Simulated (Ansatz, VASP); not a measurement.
# One calculation of Al3Ni2, two programs

The input INCAR:

```
SYSTEM = Al3Ni2
  PREC = Accurate
  ENCUT = 600
  EDIFF = 1E-6
  ISMEAR = 0
  SIGMA = 0.1
  LREAL = .False.
  LASPH = .True.
  NELM = 60
  ALGO = Fast
  ISIF = 3
  LWAVE = .False.
  LCHARG = .False.
  GGA = PS
  IBRION = 2
  NSW = 100
  EDIFFG = -0.005
```

KPOINTS

```
regular mesh
0
Gamma
  12 12 8
  0 0 0
```

The input POSCAR:

```
Al3Ni2
1.0
    3.9941957288      0.0000000000      0.0000000000
   -1.9970978644      3.4590749688      0.0000000000
    0.0000000000      0.0000000000      4.8808620000
Al Ni
3 2
Direct
    0.0000000000      0.0000000000      0.0000000000
    0.3333333300      0.6666666700      0.6480830000
    0.6666666700      0.3333333300      0.3519170000
    0.3333333300      0.6666666700      0.1465720000
    0.6666666700      0.3333333300      0.8534280000
```

Input for Ansatz:

```yaml
crystal:
  lattice:
    - [3.9941957288, 0.0, 0.0]
    - [-1.9970978644, 3.4590749688, 0.0]
    - [0.0, 0.0, 4.880862]
  atoms:
    - { symbol: Al, position: [0.0, 0.0, 0.0] }
    - { symbol: Al, position: [0.33333333, 0.66666667, 0.648083] }
    - { symbol: Al, position: [0.66666667, 0.33333333, 0.351917] }
    - { symbol: Ni, position: [0.33333333, 0.66666667, 0.146572] }
    - { symbol: Ni, position: [0.66666667, 0.33333333, 0.853428] }
basis:
  ecutwfc: 420
kpoints:
  mp_grid: { grid: [12, 12, 8] }
hamiltonian:
  xc: pbesol
scf:
  occupations: { method: gaussian, width: 0.1 }
output:
  forces: true
  stress: true
  eigenvalues: true
  write_density: true
  write_potential: true
  elf: true
  volumetric_format: npy
relax:
  adjacent_minimum: "off"
  f_tol: 0.005
  max_steps: 80
  cell: { stress_tol: 0.05 }
```

Alike in both runs: task relaxation of cell and atoms; functional PBEsol; k mesh 12 × 12 × 8; occupations gaussian, width 0.1 eV; no spin polarisation.

|  | VASP | Ansatz |
| --- | --- | --- |
| version | VASP 6.6.1 | Ansatz 0.2.0 |
| potentials or method | VASP PAW PBE potentials, release 64 (Al, Ni), cutoff 600 eV | scalar-relativistic, plane waves, PAW |
| valence electrons in the cell | 29 | 45 |

```csv
,VASP,Ansatz,Ansatz less VASP
"gap on the k mesh at the Fermi level, each at its own relaxed structure (eV)",none,none,-
relaxed volume (Å³/atom),13.49,13.49,-0.007
relaxed cell length with the largest relative difference (Å),4.862,4.859,-0.0022
```

VASP's potentials were made for PBE, not for PBEsol. A gap of «none» marks a metal or a gap that the smearing closes. VASP's potentials hold 29 valence electrons a cell and Ansatz's 45, so a difference there can come from the potentials and not from the codes.
